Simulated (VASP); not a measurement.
# ScB15N16 (a cell with a defect) in VASP: electric field gradients with HSE06

Aim: the electric field gradients of ScB15N16 (a cell with a defect) with HSE06.

Everything below comes from runs of VASP 6.6.1. Logs are shortened: lines on timing, memory, paths and dates and some standing lists are left out, and cuts for length are marked.

## Step 1: The cell of the first run

The cell holds a defect, 32 atoms: a = 6.277 Å, b = 6.277 Å, c = 6.277 Å, α = 109.47°, β = 109.47°, γ = 109.47°.

## Step 2: Electric field gradients, HSE06, collinear spin

POSCAR

```
ScB15N16
1.0
   -3.6241103844      3.6241103844     -3.6241103844
    3.6241103844      3.6241103844      3.6241103844
    3.6241103844     -3.6241103844     -3.6241103844
B Sc N
15 1 16
Direct
   -0.0115590561     -0.0074345928     -0.0059406167
   -0.0001874397      0.2504541878      0.7631008980
    0.0017087802      0.5083655503      0.4965946897
   -0.0082451822      0.7475683412      0.2420205635
    0.2485549673      0.0013299279      0.7630994313
    0.2463246626      0.5083622840      0.2519685437
    0.2511625365      0.7504557921      0.0014041709
    0.5128600224      0.0013276067      0.4988136605
    0.5128695258      0.2504541573      0.2500790466
    0.4976827166      0.4995796523      0.0122319056
    0.4946544117      0.7533115499      0.7449060150
    0.7438153345     -0.0074454189      0.2386882601
    0.7477416330      0.2504432351     -0.0020021217
    0.7619539616      0.4995886595      0.7479212107
    0.7511551181      0.7504510397      0.5014086481
    0.2698419825      0.2504051231      0.5200364213
   -0.0487377805     -0.0452545144      0.2015016180
   -0.0077949235      0.2504572202      0.0048015706
    0.0117134890      0.5053885177      0.7555606097
   -0.0042926587      0.7555741731      0.5005152188
    0.2503766798     -0.0044717403      0.0070292508
    0.2476301000      0.2504577568      0.8111573739
    0.2469622721      0.5461397848      0.4972352689
    0.2502644943      0.7555720484      0.2459621761
    0.5023764431      0.0102998995      0.7526281160
    0.5609463966      0.2504579296      0.4978947834
    0.5052917541      0.5053658071      0.2619525836
    0.4905966533      0.7453455307     -0.0045886194
    0.7567758545     -0.0044768213      0.5006229865
    0.7545572123      0.2504546536      0.2424607029
    0.7425319461      0.4906077337     -0.0072073618
    0.7451503477      0.7453376317      0.7408368235
```

INCAR.step1

```
SYSTEM = ScB15N16
PREC = Accurate
ENCUT = 520
ISMEAR = -1
SIGMA = 0.01
LREAL = .False.
LASPH = .True.
NELM = 200
ALGO = Normal
ISIF = 2
LWAVE = .True.
LCHARG = .False.
ISPIN = 2
MAGMOM = 0 0 0 0.01 0 0 0 0 0 0 0.01 0 0 0 0 0.4 0 0 0 0 0 -0.01 0 0 0 -0.01 0 0 0 0 0 0
LORBIT = 11
NUPDOWN = 1.0
LMAXMIX = 4
GGA = PE
EDIFF = 1E-5
NELECT = 137.0
NBANDS = 94
GGA_COMPAT = .False.
```

INCAR.step2

```
SYSTEM = ScB15N16
PREC = Accurate
ENCUT = 520
EDIFF = 1E-8
ISMEAR = -1
SIGMA = 0.01
LREAL = .False.
LASPH = .True.
NELM = 200
ALGO = Normal
ISIF = 2
LWAVE = .False.
LCHARG = .False.
ISPIN = 2
MAGMOM = 0 0 0 0.01 0 0 0 0 0 0 0.01 0 0 0 0 0.4 0 0 0 0 0 -0.01 0 0 0 -0.01 0 0 0 0 0 0
LORBIT = 11
NUPDOWN = 1.0
LMAXMIX = 4
GGA = PE
LHFCALC = .True.
HFSCREEN = 0.2079
PRECFOCK = Fast
LEFG = .True.
ISTART = 1
NELECT = 137.0
NBANDS = 94
GGA_COMPAT = .False.
```

KPOINTS

```
Automatic mesh
0
Gamma
  1 1 1
  0.25 0.25 0.25
```

Potentials or basis: VASP PAW PBE potentials, release 64 (B, Sc_sv, N).

Run with:

```bash
$ cat potpaw_PBE.64/B/POTCAR potpaw_PBE.64/Sc_sv/POTCAR potpaw_PBE.64/N/POTCAR > POTCAR
$ cp INCAR.step1 INCAR
$ mpirun -np 1 vasp_std > vasp.out
$ cp INCAR.step2 INCAR
$ mpirun -np 1 vasp_std > vasp.out
```

OUTCAR:

```text
SYSTEM = ScB15N16
   PREC = Accurate
   ENCUT = 520
   EDIFF = 1E-8
   ISMEAR = -1
   LREAL = .False.
   LASPH = .True.
   NELM = 200
   ISIF = 2
   ISPIN = 2
   LORBIT = 11
   NUPDOWN = 1.0
   GGA = PE
   LHFCALC = .True.
   HFSCREEN = 0.2079
   PRECFOCK = Fast
   ISTART = 1
   NELECT = 137.0

 ion  position               nearest neighbor table
   1  0.988  0.993  0.994-  17 1.48  32 1.56  18 1.59  21 1.61  16 2.70
   2  1.000  0.250  0.763-  22 1.48  18 1.53  19 1.59  29 1.59  16 2.63
   3  0.002  0.508  0.497-  23 1.48  20 1.56  30 1.59  19 1.61  16 2.70
   4  0.992  0.748  0.242-  17 1.49  31 1.58  20 1.60  24 1.60  16 2.58
   5  0.249  0.001  0.763-  22 1.49  21 1.54  20 1.60  25 1.60  16 2.53
   6  0.246  0.508  0.252-  23 1.48  24 1.56  18 1.59  27 1.61  16 2.70
   7  0.251  0.750  0.001-  28 1.53  24 1.53  19 1.53  21 1.53
   8  0.513  0.001  0.499-  26 1.49  29 1.54  24 1.60  25 1.60  16 2.53
   9  0.513  0.250  0.250-  26 1.48  30 1.53  27 1.59  21 1.59  16 2.63
  10  0.498  0.500  0.012-  22 1.49  27 1.54  28 1.60  31 1.60  16 2.53
  11  0.495  0.753  0.745-  23 1.49  25 1.58  32 1.60  28 1.60  16 2.58
  12  0.744  0.993  0.239-  17 1.48  28 1.56  30 1.59  29 1.61  16 2.70
  13  0.748  0.250  0.998-  30 1.52  18 1.52  25 1.53  31 1.53
  14  0.762  0.500  0.748-  26 1.49  19 1.54  32 1.59  31 1.60  16 2.53
  15  0.751  0.750  0.501-  32 1.53  20 1.53  29 1.53  27 1.53
  16  0.270  0.250  0.520-  26 1.88  22 1.88  17 1.96  23 1.96   8 2.53  14 2.53   5 2.53  10 2.53
                             4 2.58  11 2.58   9 2.63   2 2.63   1 2.70  12 2.70   6 2.70   3 2.70
  17  0.951  0.955  0.202-   1 1.48  12 1.48   4 1.49  16 1.96
  18  0.992  0.250  0.005-  13 1.52   2 1.53   1 1.59   6 1.59
  19  0.012  0.505  0.756-   7 1.53  14 1.54   2 1.59   3 1.61
  20  0.996  0.756  0.501-  15 1.53   3 1.56   5 1.60   4 1.60
  21  0.250  0.996  0.007-   7 1.53   5 1.54   9 1.59   1 1.61
  22  0.248  0.250  0.811-   2 1.48  10 1.49   5 1.49  16 1.88
[... 8 lines left out ...]
  31  0.743  0.491  0.993-  13 1.53   4 1.58  10 1.60  14 1.60
  32  0.745  0.745  0.741-  15 1.53   1 1.56  14 1.59  11 1.60

  LATTYP: Found a body centered cubic cell.
 ALAT       =     7.2482207688

  Lattice vectors:

 A1 = (  -3.6241103844,   3.6241103844,  -3.6241103844)
 A2 = (   3.6241103844,   3.6241103844,   3.6241103844)
 A3 = (   3.6241103844,  -3.6241103844,  -3.6241103844)

Analysis of symmetry for initial positions (statically):
=====================================================================
 Subroutine PRICEL returns:
 Original cell was already a primitive cell.

 Routine SETGRP: Setting up the symmetry group for a
 body centered cubic supercell.

 Subroutine GETGRP returns: Found  1 space group operations
 (whereof  1 operations were pure point group operations)
 out of a pool of 48 trial point group operations.

The static configuration has the point symmetry C_1 .

Analysis of symmetry for dynamics (positions and initial velocities):
=====================================================================
 Subroutine PRICEL returns:
 Original cell was already a primitive cell.

 Routine SETGRP: Setting up the symmetry group for a
 body centered cubic supercell.

 Subroutine GETGRP returns: Found  1 space group operations
 (whereof  1 operations were pure point group operations)
 out of a pool of 48 trial point group operations.

The dynamic configuration has the point symmetry C_1 .

Analysis of structural, dynamic, and magnetic symmetry:
=====================================================================
 Subroutine PRICEL returns:
 Original cell was already a primitive cell.

 Routine SETGRP: Setting up the symmetry group for a
 body centered cubic supercell.

 Subroutine GETGRP returns: Found  1 space group operations
 (whereof  1 operations were pure point group operations)
 out of a pool of 48 trial point group operations.

The overall configuration has the point symmetry C_1 .

 Subroutine INISYM returns: Found  1 space group operations
 (whereof  1 operations are pure point group operations),
 and found     1 'primitive' translations

----------------------------------------------------------------------------------------

                                     Primitive cell

  volume of cell :     190.3988

[... 175 lines left out ...]
  ---------------------------------------------------
  free energy    TOTEN  =      -306.57163720 eV

  energy without entropy =     -306.57163720  energy(sigma->0) =     -306.57163720

 E-fermi :   7.2330     XC(G=0): -10.6181

 val. band max:       12.1600298859   @ k =   0.2500   0.2500   0.2500
 cond. band min:      13.9717059958   @ k =   0.2500   0.2500   0.2500
 fundamental gap:      1.8116761099
 Fermi energy:        12.4238299309

 spin component 1

 k-point     1 :       0.2500    0.2500    0.2500
  band No.  band energies     occupation
      1     -41.3614      1.00000
      2     -19.4423      1.00000
      3     -19.2672      1.00000
      4     -19.2094      1.00000
      5     -13.9316      1.00000
      6     -13.9131      1.00000
[... 72 lines left out ...]
     79      15.8127      0.00000
     80      16.3263      0.00000
 Fermi energy:         7.2330468279

 spin component 2

 k-point     1 :       0.2500    0.2500    0.2500
  band No.  band energies     occupation
      1     -40.7578      1.00000
      2     -19.2629      1.00000
      3     -18.4380      1.00000
      4     -18.2653      1.00000
      5     -13.9184      1.00000
      6     -13.8721      1.00000
[... 72 lines left out ...]
     79      15.8530      0.00000
     80      16.4193      0.00000
 [bands above 80 left out]

------------------------ aborting loop because EDIFF is reached ----------------------------------------

  FORCE on cell =-STRESS in cart. coord.  units (eV):
  Direction    XX          YY          ZZ          XY          YZ          ZX
  --------------------------------------------------------------------------------------
  -------------------------------------------------------------------------------------
  Total       38.1444944     38.1362799     35.5770940     -3.9426557      0.0170396      0.0349419
  in kB      320.9801699    320.9110463    299.3758826    -33.1768533      0.1433859      0.2940304
  external PRESSURE =     313.7556996 kB  Pullay stress =       0.0000000 kB

 VOLUME and BASIS-vectors are now :
 -----------------------------------------------------------------------------
  energy-cutoff  :      520.00
  volume of cell :      190.40
      direct lattice vectors                 reciprocal lattice vectors
    -3.624110384  3.624110384 -3.624110384     0.000000000  0.137964893 -0.137964893
     3.624110384  3.624110384  3.624110384     0.137964893  0.137964893  0.000000000
     3.624110384 -3.624110384 -3.624110384     0.137964893  0.000000000 -0.137964893

 POSITION                                       TOTAL-FORCE (eV/Angst)
 -----------------------------------------------------------------------------------
      3.61753      3.57680     -3.58763        -0.052337     -0.062919     -0.000562
      0.04980      1.76554     -5.48132         0.000474      0.000874     -0.104509
      3.63589      0.04885      0.03647         0.050738      0.061391     -0.002251
     -0.00785      5.42639     -1.76207        -0.138522     -0.136043      0.166159
      1.86959     -1.85995     -3.66153         0.062894     -0.048674     -0.035840
      1.86282      1.82191      0.03649         0.060833      0.050902     -0.002847
[... 24 lines left out ...]
      2.68499      0.87104     -4.51099         0.042228      0.042779     -0.067759
      2.68555      2.71682     -2.68420         0.020607      0.032387     -0.013605
 -----------------------------------------------------------------------------------
    total drift:                                0.000015      0.000083     -0.000682

  FREE ENERGIE OF THE ION-ELECTRON SYSTEM (eV)
  ---------------------------------------------------
  free  energy   TOTEN  =      -306.5716371951 eV

  energy  without entropy=     -306.5716371951  energy(sigma->0) =     -306.57163720

 Electric field gradients (V/A^2)
---------------------------------------------------------------------
 ion       V_xx      V_yy      V_zz      V_xy      V_xz      V_yz
---------------------------------------------------------------------
   1       1.465    -2.891     1.425     2.369     4.500    -3.475
   2       1.518     1.516    -3.033     4.768    -1.309     1.307
   3       1.464    -2.887     1.422     2.372    -4.506     3.470
   4       2.157     2.154    -4.312    -3.281    -3.146    -3.155
   5      -3.033     1.566     1.468    -1.271    -0.854    -4.436
   6      -2.886     1.464     1.423     2.364     3.472    -4.509
[... 24 lines left out ...]
  31      -1.012    -1.014     2.025   -13.150    -2.380    -2.368
  32      -1.590     3.158    -1.569     1.866    12.937    -1.575
---------------------------------------------------------------------

 Electric field gradients after diagonalization (V/A^2)
 (convention: |V_zz| > |V_xx| > |V_yy|)
----------------------------------------------------------------------
 ion       V_xx      V_yy      V_zz     asymmetry (V_yy - V_xx)/ V_zz
----------------------------------------------------------------------
   1       6.030     1.100    -7.130       0.691
   2      -4.995    -1.289     6.284       0.590
   3       6.033     1.098    -7.130       0.692
   4       5.436     2.014    -7.450       0.459
   5      -4.483    -1.480     5.964       0.503
   6       6.037     1.091    -7.128       0.694
[... 24 lines left out ...]
  31      12.138     2.694   -14.832       0.637
  32      11.363     3.482   -14.845       0.531
----------------------------------------------------------------------

           NMR quadrupolar parameters

 Cq : quadrupolar parameter    Cq=e*Q*V_zz/h
 eta: asymmetry parameters     (V_yy - V_xx)/ V_zz
 Q  : nuclear electric quadrupole moment in mb (millibarn)
----------------------------------------------------------------------
 ion       Cq(MHz)       eta       Q (mb)
----------------------------------------------------------------------
   1      -0.017       0.691       1.000
   2       0.015       0.590       1.000
   3      -0.017       0.692       1.000
   4      -0.018       0.459       1.000
   5       0.014       0.503       1.000
   6      -0.017       0.694       1.000
[... 24 lines left out ...]
  31      -0.036       0.637       1.000
  32      -0.036       0.531       1.000
----------------------------------------------------------------------

 total charge

# of ion       s       p       d       tot
------------------------------------------
    1        0.683   1.385   0.000   2.068
    2        0.689   1.406   0.000   2.095
    3        0.683   1.385   0.000   2.069
    4        0.681   1.366   0.000   2.047
    5        0.685   1.392   0.000   2.077
    6        0.683   1.385   0.000   2.068
[... 24 lines left out ...]
   31        1.221   2.768   0.000   3.989
   32        1.222   2.781   0.000   4.002
--------------------------------------------------
tot         32.294  72.478   2.085 106.856

 magnetization (x)

# of ion       s       p       d       tot
------------------------------------------
    1        0.001   0.006   0.000   0.007
    2        0.002   0.004   0.000   0.006
    3        0.001   0.006   0.000   0.007
    4        0.005   0.007   0.000   0.012
    5        0.001   0.001   0.000   0.002
    6        0.001   0.006   0.000   0.007
[... 24 lines left out ...]
   31        0.003   0.000   0.000   0.004
   32        0.002   0.001   0.000   0.003
--------------------------------------------------
tot          0.046   0.049   0.661   0.756
```

Wall time 25 min (1 thread of Intel Xeon 8259CL, shared host); peak memory 0.55 GiB.

What came out:

```yaml
Free_energy: -306.5716 eV
Largest_force: 0.258 eV/Å
Net_moment: 1.00 μB per cell
Site_moments: B +0.01, +0.00 (each value once); Sc +0.68; N -0.01, +0.00 (each value once) μB
Largest_electric_field_gradient_by_atom: B -7.1, +6.3, -7.5, +6.0, -2.4, -2.9 (each value once); Sc +37.7; N -64.4, -15.5, -14.4, -14.8, -78.2, -78.3 (each value once) V/Å²
Valence_electrons_inside_the_program's_atomic_spheres: B 2.07, 2.10, 2.05, 2.08, 2.18, 2.19 (each value once); Sc 10.81; N 4.14, 4.02, 4.00, 4.16, 3.99 (each value once)
```

Forces on the atoms (eV/Å):
```
B   -0.052 -0.063 -0.001
B    0.000  0.001 -0.105
B    0.051  0.061 -0.002
B   -0.139 -0.136  0.166
B    0.063 -0.049 -0.036
B    0.061  0.051 -0.003
B    0.001 -0.002  0.034
B   -0.050  0.062 -0.037
B   -0.001  0.001 -0.102
B    0.049 -0.063 -0.035
B    0.138  0.138  0.168
B   -0.062 -0.052  0.000
B    0.000  0.002 -0.026
B   -0.063  0.052 -0.042
B   -0.001  0.000  0.035
Sc   0.006 -0.003  0.022
N   -0.112 -0.114  0.046
N   -0.005  0.005  0.034
N    0.030 -0.001  0.031
N   -0.020 -0.033 -0.014
N   -0.029  0.000  0.028
N    0.128 -0.128 -0.058
N    0.111  0.113  0.046
N   -0.032 -0.020 -0.014
N   -0.044 -0.044 -0.070
N   -0.131  0.130 -0.059
N    0.003  0.030  0.028
N    0.031  0.020 -0.015
N   -0.001 -0.029  0.028
N    0.005 -0.005  0.034
N    0.042  0.043 -0.068
N    0.021  0.032 -0.014
```

Electric field gradients, principal values (V/Å²):
```csv
atom,least,middle,greatest (by size)
1 B,1.100,6.030,-7.130
2 B,-1.289,-4.995,6.284
3 B,1.098,6.033,-7.130
4 B,2.014,5.436,-7.450
5 B,-1.480,-4.483,5.964
6 B,1.091,6.037,-7.128
7 B,1.106,1.312,-2.418
8 B,-1.486,-4.479,5.965
9 B,-1.296,-4.995,6.291
10 B,-1.481,-4.482,5.963
11 B,2.034,5.425,-7.459
12 B,1.095,6.033,-7.128
13 B,1.115,1.780,-2.895
14 B,-1.471,-4.488,5.959
15 B,1.108,1.313,-2.421
16 Sc,-15.186,-22.550,37.736
17 N,31.812,32.622,-64.433
18 N,3.699,11.769,-15.468
19 N,3.366,11.036,-14.402
20 N,3.473,11.367,-14.839
21 N,3.377,11.031,-14.408
22 N,37.135,41.111,-78.246
23 N,31.796,32.605,-64.401
24 N,3.470,11.365,-14.835
25 N,2.697,12.143,-14.840
26 N,37.151,41.128,-78.279
27 N,3.371,11.043,-14.415
28 N,3.468,11.368,-14.836
29 N,3.377,11.031,-14.408
30 N,3.697,11.769,-15.467
31 N,2.694,12.138,-14.832
32 N,3.482,11.363,-14.845
```

Caveat: the k points lie up to 1.23 Å⁻¹ apart, too coarse for converged energies, forces and pressures; the cell carries a net charge on a neutralising background, which shifts energy and pressure; the cell is charged against a uniform background, so pressure and absolute levels hang on convention; without QUAD_EFG the Cq values of the log hold for a quadrupole moment of 1 mb, not for the nuclei; the PAW data sets were made with another functional, which shifts forces and pressure a little; the total moment is fixed, so each spin has its own Fermi level and the state may be an excited one.
